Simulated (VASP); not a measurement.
# Eu (Im-3m) in VASP: a series of runs

Runs on Eu. Level: PBE. Tasks: single point.

Everything below comes from runs of VASP 6.6.1. Logs are shortened: lines on timing, memory, paths and dates and some standing lists are left out, and cuts for length are marked.

## (1) The cell of the first run

The structure is cubic, space group Im-3m (No. 229). The conventional cell has a = 4.388 Å, b = 4.388 Å, c = 4.388 Å, α = 90.00°, β = 90.00°, γ = 90.00°. Within 5.0 Å of Eu (site symmetry m-3m) lie 14 Eu at 3.80 to 4.39 Å.

## (2) Single point, PBE, collinear spin, ferromagnetic start

INCAR reads:

```
SYSTEM = Eu
PREC = Accurate
ENCUT = 520
EDIFF = 1E-6
ISMEAR = 1
SIGMA = 0.03
LREAL = .FALSE.
LASPH = .TRUE.
NELM = 150
ALGO = Normal
ISIF = 2
LWAVE = .FALSE.
LCHARG = .FALSE.
ISPIN = 2
MAGMOM = 7.02
LORBIT = 11
LMAXMIX = 6
GGA = PE
NBANDS = 18
```

KPOINTS reads:

```
regular mesh
0
G
  10 10 10
  0 0 0
```

POSCAR reads:

```
Eu
1.0
   -2.1939508085      2.1939508085      2.1939508085
    2.1939508085     -2.1939508085      2.1939508085
    2.1939508085      2.1939508085     -2.1939508085
Eu
1
Direct
    0.0000000000      0.0000000000      0.0000000000
```

Potentials or basis: VASP PAW PBE potentials, release 64 (Eu).

Launch:

```bash
> cat potpaw_PBE.64/Eu/POTCAR > POTCAR
> mpirun -np 1 vasp_std > vasp.out
```

OUTCAR:

```text
SYSTEM = Eu
   PREC = Accurate
   ENCUT = 520
   EDIFF = 1E-6
   ISMEAR = 1
   LREAL = .FALSE.
   LASPH = .TRUE.
   NELM = 150
   ISIF = 2
   ISPIN = 2
   LORBIT = 11
   GGA = PE

 ion  position               nearest neighbor table
   1  0.000  0.000  0.000-

  LATTYP: Found a body centered cubic cell.
 ALAT       =     4.3879016170

  Lattice vectors:

 A1 = (  -2.1939508085,   2.1939508085,   2.1939508085)
 A2 = (   2.1939508085,  -2.1939508085,   2.1939508085)
 A3 = (   2.1939508085,   2.1939508085,  -2.1939508085)

Analysis of symmetry for initial positions (statically):
=====================================================================
 Subroutine PRICEL returns:
 Original cell was already a primitive cell.

 Routine SETGRP: Setting up the symmetry group for a
 body centered cubic supercell.

 Subroutine GETGRP returns: Found 48 space group operations
 (whereof 48 operations were pure point group operations)
 out of a pool of 48 trial point group operations.

The static configuration has the point symmetry O_h .

Analysis of symmetry for dynamics (positions and initial velocities):
=====================================================================
 Subroutine PRICEL returns:
 Original cell was already a primitive cell.

 Routine SETGRP: Setting up the symmetry group for a
 body centered cubic supercell.

 Subroutine GETGRP returns: Found 48 space group operations
 (whereof 48 operations were pure point group operations)
 out of a pool of 48 trial point group operations.

The dynamic configuration has the point symmetry O_h .

Analysis of structural, dynamic, and magnetic symmetry:
=====================================================================
 Subroutine PRICEL returns:
 Original cell was already a primitive cell.

 Routine SETGRP: Setting up the symmetry group for a
 body centered cubic supercell.

 Subroutine GETGRP returns: Found 48 space group operations
 (whereof 48 operations were pure point group operations)
 out of a pool of 48 trial point group operations.

The overall configuration has the point symmetry O_h .

 Subroutine INISYM returns: Found 48 space group operations
 (whereof 48 operations are pure point group operations),
 and found     1 'primitive' translations

----------------------------------------------------------------------------------------

                                     Primitive cell

  volume of cell :      42.2416

  direct lattice vectors                    reciprocal lattice vectors
    -2.193950808  2.193950808  2.193950808     0.000000000  0.227899367  0.227899367
     2.193950808 -2.193950808  2.193950808     0.227899367  0.000000000  0.227899367
     2.193950808  2.193950808 -2.193950808     0.227899367  0.227899367  0.000000000

  length of vectors
     3.800034270  3.800034270  3.800034270     0.322298375  0.322298375  0.322298375

  position of ions in fractional coordinates (direct lattice)
     0.000000000  0.000000000  0.000000000

  ion indices of the primitive-cell ions
   primitive index   ion index
                 1           1

----------------------------------------------------------------------------------------

 KPOINTS: regular mesh

Automatic generation of k-mesh.
 Grid dimensions read from file:
 generate k-points for:   10   10   10

 Generating k-lattice:

  Cartesian coordinates                     Fractional coordinates (reciprocal lattice)
     0.000000000  0.022789937  0.022789937     0.100000000  0.000000000  0.000000000
     0.022789937  0.000000000  0.022789937     0.000000000  0.100000000  0.000000000
     0.022789937  0.022789937  0.000000000     0.000000000  0.000000000  0.100000000

  Length of vectors
     0.032229838  0.032229838  0.032229838

  Shift w.r.t. Gamma in fractional coordinates (k-lattice)
     0.000000000  0.000000000  0.000000000

 Subroutine IBZKPT returns following result:
 ===========================================

 Found     47 irreducible k-points:

 Following reciprocal coordinates:
            Coordinates               Weight
  0.000000  0.000000  0.000000      1.000000
  0.100000  0.000000  0.000000     12.000000
  0.200000  0.000000  0.000000     12.000000
  0.300000  0.000000  0.000000     12.000000
  0.400000  0.000000  0.000000     12.000000
  0.500000  0.000000  0.000000      6.000000
[... 16 lines left out ...]
  0.300000  0.300000  0.100000      8.000000
 -0.300000  0.300000  0.100000     24.000000
 [... further k-points ...]
   k-points           NKPTS =     47   k-points in BZ     NKDIM =     47   number of bands    NBANDS=     18
   number of dos      NEDOS =    301   number of ions     NIONS =      1
   total plane-waves  NPLWV =  21952
   dimension x,y,z NGX =    28 NGY =   28 NGZ =   28
   dimension x,y,z NGXF=    56 NGYF=   56 NGZF=   56
   ions per type =               1
   NGX,Y,Z   is equivalent  to a cutoff of  12.25, 12.25, 12.25 a.u.
   NGXF,Y,Z  is equivalent  to a cutoff of  24.50, 24.50, 24.50 a.u.
 SYSTEM =  Eu
   PREC   = accura    normal or accurate (medium, high low for compatibility)
   ISTART =      0    job   : 0-new  1-cont  2-samecut
   ICHARG =      2    charge: 1-file 2-atom 10-const
   ISPIN  =      2    spin polarized calculation?
   LNONCOLLINEAR =      F non collinear calculations
   LSORBIT =      F    spin-orbit coupling
   LASPH  =      T    aspherical Exc in radial PAW
   ENCUT  =  520.0 eV  38.22 Ry    6.18 a.u.   7.07  7.07  7.07*2*pi/ulx,y,z
   NELM   =    150;   NELMIN=  2; NELMDL= -5     # of ELM steps
   EDIFF  = 0.1E-05   stopping-criterion for ELM
   LREAL  =      F    real-space projection
   EDIFFG = 0.1E-04   stopping-criterion for IOM
   NSW    =      0    number of steps for IOM
   IBRION =     -1    ionic relax: 0-MD 1-quasi-New 2-CG
   NFREE  =      0    steps in history (QN), initial steepest desc. (CG)
   ISIF   =      2    stress and relaxation
   ISYM   =      2    0-nonsym 1-usesym 2-fastsym
   POTIM  = 0.5000    time-step for ionic-motion
   TEBEG  =    0.0;   TEEND  =   0.0 temperature during run
   PSTRESS=    0.0 pullay stress
   NELECT =      17.0000    total number of electrons
   NUPDOWN=      -1.0000    fix difference up-down
   EMIN   =  10.00;   EMAX   =-10.00  energy-range for DOS
   EFERMI =   0.00;   METHOD = LEGACY
   ISMEAR =     1;   SIGMA  =   0.03  broadening in eV -4-tet -1-fermi 0-gaus
   EFERMI_NEDOS =   21; number of points for ismear=-14 and -15
   IALGO  =     38    algorithm
   IMIX   =      4    mixing-type and parameters
     AMIX     =   0.40;   BMIX     =  1.00
     AMIX_MAG =   1.60;   BMIX_MAG =  1.00
  volume/ion in A,a.u.               =      42.24       285.06
  Fermi-wavevector in a.u.,A,eV,Ry     =   1.208679  2.284072 19.876813  1.460905
  Thomas-Fermi vector in A             =   2.344279
   LORBIT       =     11    0 simple, 1 ext, 2 COOP (PROOUT), +10 PAW based schemes
   GGA     = PE    functional components
   LHFCALC =     F    Hartree Fock is set to
   AEXX    =    0.0000 exact exchange contribution
   IVDW    =     0    specifies the selected vdW correction
   LEPSILON=     F    determine dielectric tensor
   LRPA    =     F    only Hartree local field effects (RPA)
 spin polarized calculation
 Methfessel and Paxton  Order N= 1 SIGMA  =   0.03
  energy-cutoff  :      520.00
  volume of cell :       42.24
 maximum number of plane-waves:      1157
   NGX = 15   NGY = 15   NGZ = 15

 number of electron      16.9999992 magnetization       7.3928993

 Free energy of the ion-electron system (eV)
  ---------------------------------------------------
  ext. energy  EPLUGINS =         0.00000000
  ---------------------------------------------------
  free energy    TOTEN  =       -11.43610842 eV

  energy without entropy =      -11.43624229  energy(sigma->0) =      -11.43615304

 E-fermi :   2.1553     XC(G=0):  -8.8037

 val. band max:        2.1548807425   @ k =   0.5000   0.5000   0.2000
 cond. band min:       2.1718408720   @ k =   0.5000   0.5000   0.3000
 fundamental gap:      0.0169601295
 Fermi energy:         2.1553173358

 spin component 1

 k-point     1 :       0.0000    0.0000    0.0000
  band No.  band energies     occupation
      1     -39.5472      1.00000
      2     -18.1092      1.00000
      3     -18.1092      1.00000
      4     -18.1092      1.00000
      5      -2.3223      1.00000
      6       1.5797      1.00000
[... 10 lines left out ...]
     17       5.5976      0.00000
     18      11.4966      0.00000

 k-point     2 :       0.1000    0.0000    0.0000
  band No.  band energies     occupation
      1     -39.5439      1.00000
      2     -18.1534      1.00000
      3     -18.1231      1.00000
      4     -18.1094      1.00000
      5      -2.0931      1.00000
      6       1.5769      1.00000
[... 10 lines left out ...]
     17       5.6100      0.00000
     18      11.7031      0.00000

 k-point     3 :       0.2000    0.0000    0.0000
  band No.  band energies     occupation
      1     -39.5353      1.00000
      2     -18.2666      1.00000
      3     -18.1594      1.00000
      4     -18.1098      1.00000
      5      -1.4586      1.00000
      6       1.5708      1.00000
[... 10 lines left out ...]
     17       5.6776      0.00000
     18      11.7996      0.00000

 k-point     4 :       0.3000    0.0000    0.0000
  band No.  band energies     occupation
      1     -39.5247      1.00000
      2     -18.4020      1.00000
      3     -18.2037      1.00000
      4     -18.1103      1.00000
      5      -0.6011      1.00000
      6       1.5728      1.00000
[... 375 lines left out ...]
      4     -18.1444      1.00000
      5      -1.2495      1.00000
      6       1.5515      1.00000
[... 10 lines left out ...]
     17       6.1042      0.00000
     18      11.7416      0.00000

 k-point    23 :       0.3000    0.3000    0.1000
  band No.  band energies     occupation
      1     -39.5104      1.00000
      2     -18.3870      1.00000
      3     -18.3870      1.00000
      4     -18.2024      1.00000
      5       1.4642      1.00000
      6       1.6132      1.00000
[... 10 lines left out ...]
     17       6.7742      0.00000
     18       9.6860      0.00000

 k-point    24 :      -0.3000    0.3000    0.1000
  band No.  band energies     occupation
      1     -39.5219      1.00000
      2     -18.3959      1.00000
      3     -18.2191      1.00000
      4     -18.1433      1.00000
      5      -0.4069      1.00000
      6       1.5393      1.00000
[... 10 lines left out ...]
     17       6.1819      0.00000
     18      10.4402      0.00000

 [... further k-points ...]

 spin component 2

 k-point     1 :       0.0000    0.0000    0.0000
  band No.  band energies     occupation
      1     -36.4068      1.00000
      2     -15.7612      1.00000
      3     -15.7612      1.00000
      4     -15.7612      1.00000
      5      -1.4584      1.00000
      6       4.9235      0.00000
[... 10 lines left out ...]
     17       6.7791      0.00000
     18      12.6771      0.00000

 k-point     2 :       0.1000    0.0000    0.0000
  band No.  band energies     occupation
      1     -36.4025      1.00000
      2     -15.8171      1.00000
      3     -15.7783      1.00000
      4     -15.7614      1.00000
      5      -1.2185      1.00000
      6       4.6956      0.00000
[... 10 lines left out ...]
     17       6.9173      0.00000
     18      12.9534      0.00000

 k-point     3 :       0.2000    0.0000    0.0000
  band No.  band energies     occupation
      1     -36.3914      1.00000
      2     -15.9599      1.00000
      3     -15.8230      1.00000
      4     -15.7622      1.00000
      5      -0.5606      1.00000
      6       4.1912      0.00000
[... 10 lines left out ...]
     17       7.1215      0.00000
     18      13.0074      0.00000

 k-point     4 :       0.3000    0.0000    0.0000
  band No.  band energies     occupation
      1     -36.3775      1.00000
      2     -16.1289      1.00000
      3     -15.8774      1.00000
      4     -15.7633      1.00000
      5       0.3103      1.00000
      6       3.6632      0.00000
[... 375 lines left out ...]
      4     -15.8052      1.00000
      5      -0.3426      1.00000
      6       4.2302      0.00000
[... 10 lines left out ...]
     17       7.3801      0.00000
     18      12.8920      0.00000

 k-point    23 :       0.3000    0.3000    0.1000
  band No.  band energies     occupation
      1     -36.3589      1.00000
      2     -16.1093      1.00000
      3     -16.1093      1.00000
      4     -15.8785      1.00000
      5       2.6189     -0.00000
      6       3.0955      0.00000
[... 10 lines left out ...]
     17       8.2725      0.00000
     18      11.0574      0.00000

 k-point    24 :      -0.3000    0.3000    0.1000
  band No.  band energies     occupation
      1     -36.3740      1.00000
      2     -16.1211      1.00000
      3     -15.8965      1.00000
      4     -15.8042      1.00000
      5       0.5148      1.00000
      6       3.5970      0.00000
[... 10 lines left out ...]
     17       7.4719      0.00000
     18      11.6716      0.00000

 [... further k-points ...]

------------------------ aborting loop because EDIFF is reached ----------------------------------------

  FORCE on cell =-STRESS in cart. coord.  units (eV):
  Direction    XX          YY          ZZ          XY          YZ          ZX
  --------------------------------------------------------------------------------------
  -------------------------------------------------------------------------------------
  Total       -0.0485483     -0.0485483     -0.0485483     -0.0000000     -0.0000000     -0.0000000
  in kB       -1.8413822     -1.8413822     -1.8413822     -0.0000000     -0.0000000     -0.0000000
  external PRESSURE =      -1.8413822 kB  Pullay stress =       0.0000000 kB

 VOLUME and BASIS-vectors are now :
 -----------------------------------------------------------------------------
  energy-cutoff  :      520.00
  volume of cell :       42.24
      direct lattice vectors                 reciprocal lattice vectors
    -2.193950808  2.193950808  2.193950808     0.000000000  0.227899367  0.227899367
     2.193950808 -2.193950808  2.193950808     0.227899367  0.000000000  0.227899367
     2.193950808  2.193950808 -2.193950808     0.227899367  0.227899367  0.000000000

 POSITION                                       TOTAL-FORCE (eV/Angst)
 -----------------------------------------------------------------------------------
      0.00000      0.00000      0.00000         0.000000      0.000000      0.000000
 -----------------------------------------------------------------------------------
    total drift:                                0.000000      0.000000      0.000000

  FREE ENERGIE OF THE ION-ELECTRON SYSTEM (eV)
  ---------------------------------------------------
  free  energy   TOTEN  =       -11.4361084223 eV

  energy  without entropy=      -11.4362422896  energy(sigma->0) =      -11.43615304

 total charge

# of ion       s       p       d       f       tot
--------------------------------------------------
    1        2.084   5.712   0.293   6.647  14.736

 magnetization (x)

# of ion       s       p       d       f       tot
--------------------------------------------------
    1       -0.003  -0.091   0.149   6.645   6.700
```

It took 51 s on 1 thread of AMD EPYC 9R45 (Zen 5), shared host; peak memory 0.19 GiB.

What came out:

```yaml
Free_energy: -11.4361 eV
Pressure: -0.2 GPa
Net_moment: 7.39 μB per cell
Site_moments: Eu +6.70 μB
Valence_electrons_inside_the_program's_atomic_spheres: Eu 14.74
```

Levels at points of the mesh, in eV from the Fermi level:
Spin up:
| k point | band 9 | band 10 | band 11 | band 12 | band 13 | band 14 | band 15 | band 16 |
| --- | --- | --- | --- | --- | --- | --- | --- | --- |
| (0.00, 0.00, 0.00) | -0.42 | -0.42 | -0.42 | -0.37 | 1.74 | 1.74 | 1.74 | 3.44 |
| (0.50, 0.00, 0.00) | -0.44 | -0.43 | -0.42 | -0.40 | 0.34 | 0.72 | 3.35 | 4.07 |
| (0.50, 0.50, 0.50) | -0.54 | -0.54 | -0.37 | -0.37 | -0.37 | 4.91 | 4.91 | 4.91 |
Spin down:
```tsv
k point	band 2	band 3	band 4	band 5	band 6	band 7	band 8	band 9
(0.00, 0.00, 0.00)	-17.92	-17.92	-17.92	-3.61	2.77	2.77	2.77	3.93
(0.50, 0.00, 0.00)	-18.46	-18.09	-17.92	-0.95	1.28	1.57	3.87	4.18
(0.50, 0.50, 0.50)	-18.30	-18.30	-18.30	-0.32	-0.32	3.92	3.92	3.92
```

Caveat: spin-orbit coupling is left out, which moves the levels of the heavy elements; semilocal functionals describe open f shells poorly, which spoils levels, moments and volumes. The state reached can hang on the start; a lower one may exist.

## (3) Single point, PBE, collinear spin, ferromagnetic start

INCAR reads:

```
SYSTEM = Eu
PREC = Accurate ; ENCUT = 520
EDIFF = 1E-7 ; ISMEAR = 1
SIGMA = 0.1 ; LREAL = .FALSE.
LASPH = .TRUE. ; NELM = 150
ALGO = Normal ; ISIF = 2
LWAVE = .FALSE. ; LCHARG = .FALSE.
ISPIN = 2 ; MAGMOM = 7.02
LORBIT = 11 ; LMAXMIX = 6
GGA = PE ; NBANDS = 18
```

KPOINTS reads:

```
Automatic mesh
0
G
  10 10 10
  0 0 0
```

POSCAR is that of step 2.

Potentials or basis: VASP PAW PBE potentials, release 64 (Eu).

Launch:

```bash
> cat potpaw_PBE.64/Eu/POTCAR > POTCAR
> mpirun -np 1 vasp_std > vasp.out
```

Run time: 60 s. Hardware: 1 thread of AMD EPYC 9R45 (Zen 5), shared host; peak memory 0.19 GiB.

Results (log left out):

* Free energy: -11.4372 eV
* Pressure: -0.4 GPa
* Net moment: 7.27 μB per cell
* Site moments: Eu +6.67 μB
* Valence electrons inside the program's atomic spheres: Eu 14.73

Levels at points of the mesh, in eV from the Fermi level:
Spin up:
```tsv
k point	band 8	band 9	band 10	band 11	band 12	band 13	band 14	band 15	band 16	band 17
(0.00, 0.00, 0.00)	-0.53	-0.38	-0.38	-0.38	-0.34	1.79	1.79	1.79	3.51	3.51
(0.50, 0.00, 0.00)	-0.50	-0.40	-0.39	-0.38	-0.36	0.40	0.81	3.41	4.12	5.80
(0.50, 0.50, 0.50)	-0.50	-0.50	-0.50	-0.33	-0.33	-0.33	4.99	4.99	4.99	5.24
```
Spin down:
| k point | band 2 | band 3 | band 4 | band 5 | band 6 | band 7 | band 8 | band 9 |
| --- | --- | --- | --- | --- | --- | --- | --- | --- |
| (0.00, 0.00, 0.00) | -17.90 | -17.90 | -17.90 | -3.64 | 2.78 | 2.78 | 2.78 | 3.96 |
| (0.50, 0.00, 0.00) | -18.45 | -18.07 | -17.90 | -0.97 | 1.28 | 1.53 | 3.89 | 4.21 |
| (0.50, 0.50, 0.50) | -18.28 | -18.28 | -18.28 | -0.35 | -0.35 | 3.94 | 3.94 | 3.94 |

Caveat: spin-orbit coupling is left out, which moves the levels of the heavy elements; semilocal functionals describe open f shells poorly, which spoils levels, moments and volumes. The state reached can hang on the start; a lower one may exist.
